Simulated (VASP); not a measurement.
## Zn2SiN2: single point with PBE

Crystal: Zn2SiN2.

```xyz
5
Lattice="1.4360 0.8291 7.7522 -1.4360 0.8291 7.7522 0.0000 -1.6581 7.7522" Properties=species:S:1:pos:R:3 pbc="T T T"
Zn    0.0000    0.0000   16.5453
Zn    0.0000    0.0000    6.7113
Si    0.0000    0.0000   11.6283
N     0.0000    0.0000    4.8320
N     0.0000    0.0000   18.4245
```

The cell was built from a structure type or drawn by symmetry, and may not be a known phase.

```yaml
Program: VASP 6.6.1
Task: single point
Functional: PBE
Potentials_or_basis: VASP PAW PBE potentials, release 64 (Zn, Si, N)
Cutoff: 520 eV
k_mesh: 6 × 6 × 6
Occupations: gaussian, width 0.1 eV
Spin: collinear spin, ferromagnetic start
Starting_moments: "[0.0, 0.0, 0.0, 1.0, 1.0] μB"
Dipole_correction: no
Further_INCAR_settings: ALGO = Normal; EDIFF = 1e-06; NBANDS = 31
```

| Item | Value |
| --- | --- |
| Pressure | 0.5 GPa |
| Largest force | 0.079 eV/Å |
| Band gap on the k mesh | zero (filled and empty bands overlap) |
| Net moment | 0.00 μB per cell |
| Valence electrons inside the program's atomic spheres | Zn 10.85; Si 1.48; N 3.80 |

Forces on the atoms (eV/Å):
```
Zn   0.000  0.000 -0.071
Zn   0.000  0.000  0.071
Si   0.000  0.000  0.000
N    0.000  0.000 -0.079
N    0.000  0.000  0.079
```

Stress tensor (GPa, compression positive):
```
0.12 0.00 0.00
0.00 0.12 0.00
0.00 0.00 1.17
```

Levels at points of the mesh, in eV from the Fermi level:
Spin up:
```csv
k point,band 17,band 18,band 19,band 20,band 21,band 22
"(0.00, 0.00, 0.00)",-1.00,-0.15,-0.15,2.73,5.40,6.92
"(0.50, 0.00, 0.00)",-2.90,-1.08,-0.78,-0.51,2.65,4.59
"(0.50, 0.50, 0.00)",-2.28,-1.92,-1.81,-0.47,3.58,5.04
"(0.50, 0.50, 0.50)",-0.99,-0.16,-0.16,0.92,6.86,7.04
```
Spin down:
```csv
k point,band 17,band 18,band 19,band 20,band 21,band 22
"(0.00, 0.00, 0.00)",-1.00,-0.15,-0.15,2.73,5.40,6.92
"(0.50, 0.00, 0.00)",-2.90,-1.08,-0.78,-0.50,2.65,4.59
"(0.50, 0.50, 0.00)",-2.28,-1.92,-1.81,-0.47,3.58,5.04
"(0.50, 0.50, 0.50)",-0.99,-0.16,-0.16,0.92,6.86,7.04
```

Wall time 8.1 min on 1 thread of AMD EPYC 9R45 96-Core Processor (Zen 5) (shared host), peak memory 0.63 GiB.

Caveat: the k points lie up to 0.42 Å⁻¹ apart, too coarse for converged energies and pressures of a metal.
